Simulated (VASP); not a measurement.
# BAs: single point with r2SCAN

The system is BAs.

```
B As
1.0
     0.00000    2.12802    3.00902
     2.12802    0.00000    3.00902
     2.12802    2.12802    0.00000
B As
1 1
Direct
  0.00000 0.00000 0.00000
  0.75000 0.75000 0.75000
```

This cell differs from its parent crystal: ratio of the length along z to the lengths across it x 1.414, volume and fractional coordinates fixed.

- Program: VASP 6.6.1
- Task: single point
- Functional: r2SCAN
- Potentials or basis: VASP PAW PBE potentials, release 64 (B, As)
- Cutoff: 520 eV
- k mesh: 12 × 12 × 12
- Occupations: gaussian, width 0.05 eV
- Spin: no spin polarisation
- Dipole correction: no
- Further INCAR settings: ALGO = Normal; EDIFF = 1e-07; NBANDS = 11

- Pressure: 2.7 GPa
- Band gap on the k mesh: zero (band 4 reaches 7.85 eV, above the bottom of band 5 at 6.26 eV)

Stress tensor (GPa, compression positive):
```
 30.09   0.00   0.00
  0.00  30.09   0.00
  0.00   0.00 -51.94
```

Levels at points of the mesh, in eV from the Fermi level:
```
           k point  band 2  band 3  band 4  band 5  band 6  band 7
(0.00, 0.00, 0.00)   -3.86    1.06    1.06    1.32    2.80    2.80
(0.50, 0.00, 0.00)   -9.73   -4.74   -0.99    0.27    5.96    7.07
(0.50, 0.50, 0.00)  -11.22   -2.15   -2.15    4.00    4.60    9.79
(0.50, 0.00, 0.50)   -8.55   -5.87   -5.10   -0.15    0.04    6.86
```

Wall time 2.8 min on 1 thread of Intel(R) Xeon(R) Platinum 8488C (Sapphire Rapids) (shared host), peak memory 0.2 GiB.

Caveat: the PAW data sets were made with another functional, which shifts forces and pressure a little.
